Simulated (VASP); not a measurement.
# C (Cmmm) in VASP: a series of runs

Runs on C. Level: PBE. Tasks: single point, relaxation of cell and atoms.

Everything below comes from runs of VASP 6.6.1. Logs are shortened: lines on timing, memory, paths and dates and some standing lists are left out, and cuts for length are marked.

## 1. The cell of the first run

The structure is orthorhombic, space group Cmmm (No. 65). The conventional cell has a = 3.071 Å, b = 3.752 Å, c = 4.635 Å, α = 90.00°, β = 90.00°, γ = 90.00°. C (site symmetry m) has 5 C at 1.55 to 1.57 Å within 2.1 Å. C (site symmetry m2m) has 5 C at 1.56 to 1.57 Å within 2.1 Å.

## 2. Single point, PBE

Contents of INCAR:

```
  PREC = Accurate
  ENCUT = 600
  EDIFF = 1E-6
  ISMEAR = 0
  SIGMA = 0.1
  LREAL = False
  LASPH = True
  NELM = 120
  ALGO = Normal
  ISIF = 2
  LWAVE = False
  LCHARG = False
  GGA = PE
  NBANDS = 21
  GGA_COMPAT = False
```

Contents of KPOINTS:

```
regular mesh
0
Gamma
  8 8 4
```

Contents of POSCAR:

```
C
1.0
    1.5353330500     -1.8762272500      0.0000000000
    1.5353330500      1.8762272500      0.0000000000
    0.0000000000      0.0000000000      4.6349994900
C
6
Direct
    0.2078974700      0.7921025300      0.6677314300
    0.7921025300      0.2078974700      0.6677314300
    0.7921025300      0.2078974700      0.3322685700
    0.2078974700      0.7921025300      0.3322685700
    0.2921958800      0.7078041200      0.0000000000
    0.7078041200      0.2921958800      0.0000000000
```

Potentials or basis: VASP PAW PBE potentials, release 64 (C).

Started as:

```sh
$ cat potpaw_PBE.64/C/POTCAR > POTCAR
$ mpirun -np 1 vasp_std > vasp.out
```

OUTCAR:

```text
PREC = Accurate
   ENCUT = 600
   EDIFF = 1E-6
   ISMEAR = 0
   LREAL = False
   LASPH = True
   NELM = 120
   ISIF = 2
   GGA = PE

 ion  position               nearest neighbor table
   1  0.208  0.792  0.668-   4 1.55   2 1.56   2 1.57   2 1.57   5 1.57
   2  0.792  0.208  0.668-   3 1.55   1 1.56   1 1.57   1 1.57   6 1.57
   3  0.792  0.208  0.332-   2 1.55   4 1.56   4 1.57   4 1.57   6 1.57
   4  0.208  0.792  0.332-   1 1.55   3 1.56   3 1.57   3 1.57   5 1.57
   5  0.292  0.708  0.000-   6 1.56   6 1.57   6 1.57   1 1.57   4 1.57
   6  0.708  0.292  0.000-   5 1.56   5 1.57   5 1.57   2 1.57   3 1.57

  LATTYP: Found a base centered orthorhombic cell.
 ALAT       =     3.0706661000
 B/A-ratio  =     1.2220327375
 C/A-ratio  =     1.5094443157

  Lattice vectors:

 A1 = (   1.5353330500,  -1.8762272500,   0.0000000000)
 A2 = (   1.5353330500,   1.8762272500,   0.0000000000)
 A3 = (   0.0000000000,   0.0000000000,   4.6349994900)

Analysis of symmetry for initial positions (statically):
=====================================================================
 Subroutine PRICEL returns:
 Original cell was already a primitive cell.

 Routine SETGRP: Setting up the symmetry group for a
 base centered orthorhombic supercell.

 Subroutine GETGRP returns: Found  8 space group operations
 (whereof  8 operations were pure point group operations)
 out of a pool of  8 trial point group operations.

The static configuration has the point symmetry D_2h.

Analysis of symmetry for dynamics (positions and initial velocities):
=====================================================================
 Subroutine PRICEL returns:
 Original cell was already a primitive cell.

 Routine SETGRP: Setting up the symmetry group for a
 base centered orthorhombic supercell.

 Subroutine GETGRP returns: Found  8 space group operations
 (whereof  8 operations were pure point group operations)
 out of a pool of  8 trial point group operations.

The dynamic configuration has the point symmetry D_2h.

 Subroutine INISYM returns: Found  8 space group operations
 (whereof  8 operations are pure point group operations),
 and found     1 'primitive' translations

----------------------------------------------------------------------------------------

                                     Primitive cell

  volume of cell :      26.7035

  direct lattice vectors                    reciprocal lattice vectors
     1.535333050 -1.876227250  0.000000000     0.325662240 -0.266492239  0.000000000
     1.535333050  1.876227250  0.000000000     0.325662240  0.266492239  0.000000000
     0.000000000  0.000000000  4.634999490     0.000000000  0.000000000  0.215749754

  length of vectors
     2.424350690  2.424350690  4.634999490     0.420801625  0.420801625  0.215749754

  position of ions in fractional coordinates (direct lattice)
     0.207897470  0.792102530  0.667731430
     0.792102530  0.207897470  0.667731430
     0.792102530  0.207897470  0.332268570
     0.207897470  0.792102530  0.332268570
     0.292195880  0.707804120  0.000000000
     0.707804120  0.292195880  0.000000000

  ion indices of the primitive-cell ions
   primitive index   ion index
                 1           1
                 2           2
                 3           3
                 4           4
                 5           5
                 6           6

----------------------------------------------------------------------------------------

 KPOINTS: regular mesh

Automatic generation of k-mesh.
 Grid dimensions read from file:
 generate k-points for:    8    8    4

 Generating k-lattice:

  Cartesian coordinates                     Fractional coordinates (reciprocal lattice)
     0.040707780 -0.033311530  0.000000000     0.125000000 -0.000000000  0.000000000
     0.040707780  0.033311530  0.000000000    -0.000000000  0.125000000  0.000000000
     0.000000000  0.000000000  0.053937439     0.000000000  0.000000000  0.250000000

  Length of vectors
     0.052600203  0.052600203  0.053937439

  Shift w.r.t. Gamma in fractional coordinates (k-lattice)
     0.000000000  0.000000000  0.000000000

 Subroutine IBZKPT returns following result:
 ===========================================

 Found     63 irreducible k-points:

 Following reciprocal coordinates:
            Coordinates               Weight
  0.000000  0.000000  0.000000      1.000000
  0.125000  0.000000  0.000000      4.000000
  0.250000  0.000000  0.000000      4.000000
  0.375000  0.000000  0.000000      4.000000
  0.500000  0.000000  0.000000      2.000000
  0.125000  0.125000  0.000000      2.000000
[... 16 lines left out ...]
  0.125000  0.000000  0.250000      8.000000
  0.250000  0.000000  0.250000      8.000000
 [... further k-points ...]
   k-points           NKPTS =     63   k-points in BZ     NKDIM =     63   number of bands    NBANDS=     21
   number of dos      NEDOS =    301   number of ions     NIONS =      6
   total plane-waves  NPLWV =  16000
   dimension x,y,z NGX =    20 NGY =   20 NGZ =   40
   dimension x,y,z NGXF=    40 NGYF=   40 NGZF=   80
   ions per type =               6
   NGX,Y,Z   is equivalent  to a cutoff of  13.71, 13.71, 14.35 a.u.
   NGXF,Y,Z  is equivalent  to a cutoff of  27.43, 27.43, 28.69 a.u.
 SYSTEM =  unknown system
   PREC   = accura    normal or accurate (medium, high low for compatibility)
   ISTART =      0    job   : 0-new  1-cont  2-samecut
   ICHARG =      2    charge: 1-file 2-atom 10-const
   ISPIN  =      1    spin polarized calculation?
   LNONCOLLINEAR =      F non collinear calculations
   LSORBIT =      F    spin-orbit coupling
   LASPH  =      T    aspherical Exc in radial PAW
   ENCUT  =  600.0 eV  44.10 Ry    6.64 a.u.   4.84  4.84  9.26*2*pi/ulx,y,z
   NELM   =    120;   NELMIN=  2; NELMDL= -5     # of ELM steps
   EDIFF  = 0.1E-05   stopping-criterion for ELM
   LREAL  =      F    real-space projection
   EDIFFG = 0.1E-04   stopping-criterion for IOM
   NSW    =      0    number of steps for IOM
   IBRION =     -1    ionic relax: 0-MD 1-quasi-New 2-CG
   NFREE  =      0    steps in history (QN), initial steepest desc. (CG)
   ISIF   =      2    stress and relaxation
   ISYM   =      2    0-nonsym 1-usesym 2-fastsym
   POTIM  = 0.5000    time-step for ionic-motion
   TEBEG  =    0.0;   TEEND  =   0.0 temperature during run
   PSTRESS=    0.0 pullay stress
   NELECT =      24.0000    total number of electrons
   NUPDOWN=      -1.0000    fix difference up-down
   EMIN   =  10.00;   EMAX   =-10.00  energy-range for DOS
   EFERMI =   0.00;   METHOD = LEGACY
   ISMEAR =     0;   SIGMA  =   0.10  broadening in eV -4-tet -1-fermi 0-gaus
   EFERMI_NEDOS =   21; number of points for ismear=-14 and -15
   IALGO  =     38    algorithm
   IMIX   =      4    mixing-type and parameters
     AMIX     =   0.40;   BMIX     =  1.00
     AMIX_MAG =   1.60;   BMIX_MAG =  1.00
  volume/ion in A,a.u.               =       4.45        30.03
  Fermi-wavevector in a.u.,A,eV,Ry     =   1.579875  2.985530 33.960201  2.496004
  Thomas-Fermi vector in A             =   2.680188
   LORBIT       =      0    0 simple, 1 ext, 2 COOP (PROOUT), +10 PAW based schemes
   GGA     = PE    functional components
   LHFCALC =     F    Hartree Fock is set to
   AEXX    =    0.0000 exact exchange contribution
   IVDW    =     0    specifies the selected vdW correction
   LEPSILON=     F    determine dielectric tensor
   LRPA    =     F    only Hartree local field effects (RPA)
 non-spin polarized calculation
 Gauss-broadening in eV      SIGMA  =   0.10
  energy-cutoff  :      600.00
  volume of cell :       26.70
 maximum number of plane-waves:       910
   NGX =  9   NGY =  9   NGZ = 19

 number of electron      24.0000002 magnetization

 Free energy of the ion-electron system (eV)
  ---------------------------------------------------
  ext. energy  EPLUGINS =         0.00000000
  ---------------------------------------------------
  free energy    TOTEN  =       -38.73241742 eV

  energy without entropy =      -38.72610091  energy(sigma->0) =      -38.72925916

 E-fermi :  14.2062     XC(G=0): -14.8598

 val. band max:       14.1603858856   @ k =  -0.1250   0.1250   0.2500
 cond. band min:      14.2147269473   @ k =  -0.1250   0.1250   0.5000
 fundamental gap:      0.0543410617
 Fermi energy:        14.2061548383

 k-point     1 :       0.0000    0.0000    0.0000
  band No.  band energies     occupation
      1     -11.3295      2.00000
      2      -5.9447      2.00000
      3      -5.7936      2.00000
      4       4.5111      2.00000
      5       7.9911      2.00000
      6       9.6189      2.00000
[... 13 lines left out ...]
     20      25.2276      0.00000
     21      28.2405      0.00000

 k-point     2 :       0.1250    0.0000    0.0000
  band No.  band energies     occupation
      1     -10.9992      2.00000
      2      -5.6263      2.00000
      3      -5.4674      2.00000
      4       3.1937      2.00000
      5       7.4050      2.00000
      6       8.0302      2.00000
[... 13 lines left out ...]
     20      25.7538      0.00000
     21      28.2357      0.00000

 k-point     3 :       0.2500    0.0000    0.0000
  band No.  band energies     occupation
      1     -10.0128      2.00000
      2      -4.6934      2.00000
      3      -4.4946      2.00000
      4       0.1377      2.00000
      5       5.0342      2.00000
      6       5.0809      2.00000
[... 13 lines left out ...]
     20      27.0528      0.00000
     21      28.6049      0.00000

 k-point     4 :       0.3750    0.0000    0.0000
  band No.  band energies     occupation
      1      -8.3902      2.00000
      2      -3.7272      2.00000
      3      -2.8973      2.00000
      4      -2.4851      2.00000
      5       2.0111      2.00000
      6       2.0400      2.00000
[... 13 lines left out ...]
     20      27.4127      0.00000
     21      28.1079      0.00000

 k-point     5 :       0.5000    0.0000    0.0000
  band No.  band energies     occupation
      1      -6.4843      2.00000
      2      -5.7662      2.00000
      3      -1.1885      2.00000
      4      -0.9625      2.00000
      5      -0.4077      2.00000
      6      -0.2352      2.00000
[... 13 lines left out ...]
     20      27.3923      0.00000
     21      28.0607      0.00000

 k-point     6 :       0.1250    0.1250    0.0000
  band No.  band energies     occupation
      1     -10.5437      2.00000
      2      -5.1835      2.00000
      3      -5.0095      2.00000
      4       2.0290      2.00000
      5       5.5746      2.00000
      6       6.7010      2.00000
[... 13 lines left out ...]
     20      27.0345      0.00000
     21      27.9594      0.00000

 k-point     7 :       0.2500    0.1250    0.0000
  band No.  band energies     occupation
      1      -9.4347      2.00000
      2      -4.1424      2.00000
      3      -3.9100      2.00000
      4      -0.3993      2.00000
      5       4.3820      2.00000
      6       4.4179      2.00000
[... 13 lines left out ...]
     20      27.1595      0.00000
     21      27.5888      0.00000
[... 291 lines left out ...]
      1      -6.5943      2.00000
      2      -1.5947      2.00000
      3      -1.3328      2.00000
      4       0.2075      2.00000
      5       1.5234      2.00000
      6       3.4340      2.00000
[... 13 lines left out ...]
     20      30.3440      0.00000
     21      30.5220      0.00000

 k-point    21 :       0.5000    0.5000    0.0000
  band No.  band energies     occupation
      1      -3.6913      2.00000
      2      -2.1388      2.00000
      3      -0.2950      2.00000
      4       0.8236      2.00000
      5       0.8627      2.00000
      6       1.8008      2.00000
[... 13 lines left out ...]
     20      30.7948      0.00000
     21      30.9822      0.00000

 k-point    22 :       0.0000    0.0000    0.2500
  band No.  band energies     occupation
      1     -10.9841      2.00000
      2      -8.2335      2.00000
      3      -2.9463      2.00000
      4       4.8694      2.00000
      5       5.5190      2.00000
      6       7.5897      2.00000
[... 13 lines left out ...]
     20      26.1656      0.00000
     21      26.3468      0.00000

 k-point    23 :       0.1250    0.0000    0.2500
  band No.  band energies     occupation
      1     -10.6541      2.00000
      2      -7.9070      2.00000
      3      -2.6293      2.00000
      4       3.5300      2.00000
      5       5.5726      2.00000
      6       6.2453      2.00000
[... 13 lines left out ...]
     20      25.9143      0.00000
     21      27.1806      0.00000

 k-point    24 :       0.2500    0.0000    0.2500
  band No.  band energies     occupation
      1      -9.6690      2.00000
      2      -6.9347      2.00000
      3      -1.7274      2.00000
      4       0.5022      2.00000
      5       2.9268      2.00000
      6       6.4995      2.00000
[... 13 lines left out ...]
     20      26.7875      0.00000
     21      28.1342      0.00000

 [... further k-points ...]
[... 5 lines left out ...]
  --------------------------------------------------------------------------------------
  -------------------------------------------------------------------------------------
  Total       24.0484510     13.9218792     34.5469971      0.0000000      0.0000000      0.0000000
  in kB     1442.8791775    835.2966118   2072.7797685      0.0000000      0.0000000      0.0000000
  external PRESSURE =    1450.3185193 kB  Pullay stress =       0.0000000 kB

 VOLUME and BASIS-vectors are now :
 -----------------------------------------------------------------------------
  energy-cutoff  :      600.00
  volume of cell :       26.70
      direct lattice vectors                 reciprocal lattice vectors
     1.535333050 -1.876227250  0.000000000     0.325662240 -0.266492239  0.000000000
     1.535333050  1.876227250  0.000000000     0.325662240  0.266492239  0.000000000
     0.000000000  0.000000000  4.634999490     0.000000000  0.000000000  0.215749754

 POSITION                                       TOTAL-FORCE (eV/Angst)
 -----------------------------------------------------------------------------------
      1.53533      1.09610      3.09493         0.000000      3.151486      1.101350
      1.53533     -1.09610      3.09493         0.000000     -3.151486      1.101350
      1.53533     -1.09610      1.54006         0.000000     -3.151486     -1.101350
      1.53533      1.09610      1.54006         0.000000      3.151486     -1.101350
      1.53533      0.77978      0.00000         0.000000     -4.291478     -0.000000
      1.53533     -0.77978      0.00000         0.000000      4.291478     -0.000000
 -----------------------------------------------------------------------------------
    total drift:                               -0.000000     -0.000000     -0.000000

  FREE ENERGIE OF THE ION-ELECTRON SYSTEM (eV)
  ---------------------------------------------------
  free  energy   TOTEN  =       -38.7324174183 eV

  energy  without entropy=      -38.7261009082  energy(sigma->0) =      -38.72925916
```

It took 27 s on 1 thread of Intel Xeon Platinum 8259CL at 2.50GHz (Skylake/Cascade Lake), shared host; peak memory 0.15 GiB.

What came out:

| Property | Result |
| --- | --- |
| Free energy | -38.7324 eV |
| Pressure | 145.0 GPa |
| Largest force | 4.291 eV/Å |
| Band gap on the k mesh | zero (band 12 reaches 17.68 eV, above the bottom of band 13 at 10.85 eV) |

Forces in eV/Å, atoms in the order of the input:
```
C    0.000  3.151  1.101
C    0.000 -3.151  1.101
C    0.000 -3.151 -1.101
C    0.000  3.151 -1.101
C    0.000 -4.291  0.000
C    0.000  4.291  0.000
```

Caveat: forces of over 1 eV/Å act on the atoms, so gaps and moduli don't describe the material at rest.

## 3. Relaxation of cell and atoms, PBE

Contents of INCAR:

```
SYSTEM = C
  ALGO = Normal
  EDIFF = 1E-7
  EDIFFG = -0.04
  ENCUT = 600
  GGA = PE
  GGA_COMPAT = .FALSE.
  IBRION = 2
  ISIF = 3
  ISMEAR = 0
  LASPH = .TRUE.
  LCHARG = .FALSE.
  LREAL = .FALSE.
  LWAVE = .FALSE.
  NELM = 120
  NELMIN = 4
  NSW = 90
  PREC = Accurate
  SIGMA = 0.1
```

Contents of KPOINTS:

```
k-points
0
G
  8 8 4
  0 0 0
```

POSCAR is that of step 2.

Potentials or basis: VASP PAW PBE potentials, release 64 (C).

Started as:

```sh
$ cat potpaw_PBE.64/C/POTCAR > POTCAR
$ mpirun -np 1 vasp_std > vasp.out
```

Wall time 12 min (1 thread of Intel Xeon Platinum 8259CL at 2.50GHz (Skylake/Cascade Lake), shared host); peak memory 0.16 GiB.

The run converged. Its results:

```yaml
Free_energy: -52.5962 eV
Relaxed_volume: 6.84 Å³/atom
Relaxed_cell: a = 2.454 Å, b = 2.454 Å, c = 7.838 Å, α = 90.00°, β = 90.00°, γ = 119.60°
Space_group_after_relaxing_to_0.05_Å: Cmmm (No. 65)
Energy_gained_by_relaxing: 2310.6 meV/atom
Ionic_steps: 41
Pressure_after_relaxing: 0.1 GPa
Largest_force_after_relaxing: 0.020 eV/Å
Band_gap_on_the_k_mesh: zero (band 12 reaches 7.95 eV, above the bottom of band 13 at 7.12 eV)
```

Forces in eV/Å, atoms in the order of the input:
```
C    0.000  0.012 -0.016
C    0.000 -0.012 -0.016
C    0.000 -0.012  0.016
C    0.000  0.012  0.016
C    0.000  0.019  0.000
C    0.000 -0.019  0.000
```

Stress tensor (GPa, compression positive):
```
 0.53  0.00  0.00
 0.00 -0.28  0.00
 0.00  0.00  0.12
```

The path:
```tsv
step	energy change (eV)	largest force (eV/Å)	pressure (GPa)	volume (Å³)
1	0.0000	4.2915	145.03	26.70
3	-4.2779	1.7912	2.99	35.22
5	-4.8242	1.7300	-23.32	37.78
7	-5.7825	0.7665	1.89	35.52
9	-5.8171	4.2598	51.09	33.22
11	-6.2403	2.7674	30.06	34.16
13	-7.0961	6.1681	91.60	32.66
15	-7.8559	5.4422	114.07	33.30
17	-10.6201	2.8178	59.86	36.71
19	-12.0951	3.4149	1.95	42.72
21	-12.7521	1.6853	-8.88	43.67
23	-13.0091	1.2024	0.28	42.48
25	-13.4588	1.1240	0.33	41.52
27	-13.6422	2.7202	1.67	40.55
29	-13.7844	0.2446	2.07	40.16
31	-13.8482	0.3349	5.08	40.43
33	-13.8605	0.0792	2.10	40.85
35	-13.8627	0.0680	-0.54	41.13
37	-13.8630	0.0531	-0.29	41.11
39	-13.8634	0.0536	0.04	41.06
41	-13.8638	0.0199	0.12	41.05
```

Final structure:
```
C
1.0
     1.23440   -2.12112    0.00000
     1.23440    2.12112    0.00000
     0.00000    0.00000    7.83808
C
6
Direct
  0.16611 0.83389 0.67322
  0.83389 0.16611 0.67322
  0.83389 0.16611 0.32678
  0.16611 0.83389 0.32678
  0.33344 0.66656 0.00000
  0.66656 0.33344 0.00000
```

Levels at points of the mesh, in eV from the Fermi level:
```csv
k point,band 10,band 11,band 12,band 13,band 14,band 15
"(0.00, 0.00, 0.00)",-3.28,-3.27,-3.22,7.47,7.61,7.86
"(0.50, 0.00, 0.00)",-3.55,-3.17,-2.27,0.49,2.55,3.57
"(0.50, 0.50, 0.00)",-3.82,-3.39,0.33,0.38,0.39,3.60
"(0.00, 0.00, 0.50)",-3.33,-3.29,-3.16,7.58,7.76,7.87
"(0.50, 0.00, 0.50)",-4.02,-3.36,-1.44,1.42,2.09,2.74
"(0.50, 0.50, 0.50)",-4.76,-1.33,-0.97,-0.50,2.31,2.61
```

Caveat: the volume moved by over 15 % at a fixed basis, so the end points are rough.
